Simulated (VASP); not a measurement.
SnSe2:

```
Sn Se
1.0
     3.91990    0.00316   -0.00300
     1.95725    3.39639    0.02590
     1.89361    0.69053    7.93373
Sn Se
1 2
Direct
  0.00000 0.00000 0.00000
  0.74215 0.71178 0.79643
  0.25785 0.28822 0.20357
```

| Item | Value |
| --- | --- |
| Program | VASP 6.6.1 |
| Task | relaxation of shape and atoms at fixed volume |
| Functional | PBE |
| Potentials or basis | VASP PAW PBE potentials, release 64 (Sn_d, Se) |
| Cutoff | 600 eV |
| k mesh | 8 × 8 × 4 |
| Occupations | gaussian, width 0.02 eV |
| Spin | no spin polarisation |

At the start: pressure -1.6 GPa; volume 35.17 Å³/atom.

Problem. Where does the relaxation end?

Solution. Over 8 steps the energy falls by 6.1 meV/atom; space group C2/m (No. 12, to 0.1 Å) before and after.

Step by step:
```tsv
step	energy change (eV)	largest force (eV/Å)	pressure (GPa)	volume (Å³)
1	0.0000	0.2859	-1.58	105.52
2	-0.0067	0.1820	-1.25	105.52
3	-0.0122	0.0373	-0.56	105.52
4	-0.0169	0.0274	-0.26	105.52
5	-0.0183	0.0166	0.02	105.52
6	-0.0183	0.0179	0.00	105.52
7	-0.0183	0.0184	-0.02	105.52
8	-0.0183	0.0003	-0.07	105.52
```

Final structure:
```yaml
crystal:
  lattice:
    - [3.87324, 0.00315, -0.00304]
    - [1.93397, 3.35583, 0.02537]
    - [1.87113, 0.67957, 8.12616]
  atoms:
    - { symbol: Sn, position: [0.00000, 0.00000, 0.00000] }
    - { symbol: Se, position: [0.73950, 0.71018, 0.80359] }
    - { symbol: Se, position: [0.26050, 0.28982, 0.19641] }
```

Where two steps share one volume, the run began anew on that cell with a basis built for it.
